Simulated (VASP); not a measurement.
Set up this calculation in VASP 6.6.1, as the native input.

| Quantity | Value |
| --- | --- |
| Task | single point |
| Functional | PBE |
| Potentials or basis | VASP PAW PBE potentials, release 64 (Be, S) |
| Cutoff | 520 eV |
| k mesh | 10 × 10 × 10 |
| Occupations | fermi-dirac, width 0.02 eV |
| Spin | no spin polarisation |
| Dipole correction | no |
| Further INCAR settings | ALGO = Normal; EDIFF = 1e-07; NBANDS = 11 |

The structure of BeS lies in POSCAR:

```
BeS
1.0
    0.0000000000      2.3369339811      2.5070809919
    2.3369339811      0.0000000000      2.5070809919
    2.3369339811      2.3369339811      0.0000000000
Be S
1 1
Direct
    0.0000000000      0.0000000000      0.0000000000
    0.2500000000      0.2500000000      0.2500000000
```

This cell differs from its parent crystal: epitaxial xy strain -4.0%.

One way to write it, as run:

INCAR

```
PREC     = Accurate       # precision mode
ENCUT    = 520            # plane-wave cutoff, eV
EDIFF    = 1E-7           # SCF threshold, eV
ISMEAR   = -1             # smearing method
SIGMA    = 0.02           # smearing width, eV
LREAL    = F              # projectors in reciprocal space
LASPH    = T              # aspherical terms in the spheres
NELM     = 80             # most SCF steps
ALGO     = Normal         # electronic algorithm
ISIF     = 2              # what is computed and relaxed
LWAVE    = F              # write WAVECAR
LCHARG   = F              # write CHGCAR
GGA      = PE             # functional
NBANDS   = 11             # bands
```

KPOINTS

```
regular mesh
0
Gamma
  10 10 10
```

Potentials or basis: VASP PAW PBE potentials, release 64 (Be, S).

Launch:

```sh
$ cat potpaw_PBE.64/Be/POTCAR potpaw_PBE.64/S/POTCAR > POTCAR
$ mpirun -np 1 vasp_std > vasp.out
```

It gave:

| Item | Value |
| --- | --- |
| Pressure | 5.8 GPa |
| Band gap on the k mesh | 2.69 eV, indirect (least direct gap 5.51 eV) |

Caveat: the cell differs from its parent crystal (epitaxial xy strain -4.0%).

Wall time 14 s on 1 thread of Intel(R) Xeon(R) 6975P-C (Granite Rapids), with other jobs on the host, peak memory 0.16 GiB.
